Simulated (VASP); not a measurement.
A run of VASP 6.6.1 is set up as follows.

The input POSCAR:

```
C
1.0
    2.1273200000     -1.2282800000      0.0000000000
    2.1273200000      1.2282800000      0.0000000000
   -1.3790700000      0.0000000000      3.5028300000
C
2
Direct
    0.8209294454      0.8378794454      0.9949422648
    0.1642600000      0.1634100000      0.9948100000
```

Contents of INCAR.step1:

```
SYSTEM = C
PREC = Accurate
ENCUT = 520
ISMEAR = -1
SIGMA = 0.05
LREAL = .False.
LASPH = .True.
NELM = 60
NBANDS = 11
GGA = PE
ALGO = Normal
EDIFF = 1E-4
LWAVE = .True.
LCHARG = .False.
```

INCAR.step2

```
SYSTEM = C
PREC = Accurate
ENCUT = 520
EDIFF = 1E-7
ISMEAR = -1
SIGMA = 0.05
LREAL = .False.
LASPH = .True.
NELM = 60
ALGO = Normal
ISIF = 2
LWAVE = .False.
LCHARG = .False.
METAGGA = R2SCAN
LMIXTAU = .True.
NBANDS = 11
ISTART = 1
```

File KPOINTS:

```
Automatic mesh
0
Gamma
  9 9 6
  0 0 0
```

Potentials or basis: VASP PAW PBE potentials, release 64 (C).

Run with:

```bash
$ cat potpaw_PBE.64/C/POTCAR > POTCAR
$ cp INCAR.step1 INCAR
$ mpirun -np 1 vasp_std > vasp.out
$ cp INCAR.step2 INCAR
$ mpirun -np 1 vasp_std > vasp.out
```

Task: Predict the band gap on the k mesh.

Result: 0.24 eV, direct.

Task: Estimate the pressure.

Result: 0.7 GPa.

Forces in eV/Å, atoms in the order of the input:
```
C    0.286 -1.183  0.014
C   -0.286  1.183 -0.014
```

Caveat: the PAW data sets were made with another functional, which shifts forces and pressure a little. A k mesh can miss the band edges.
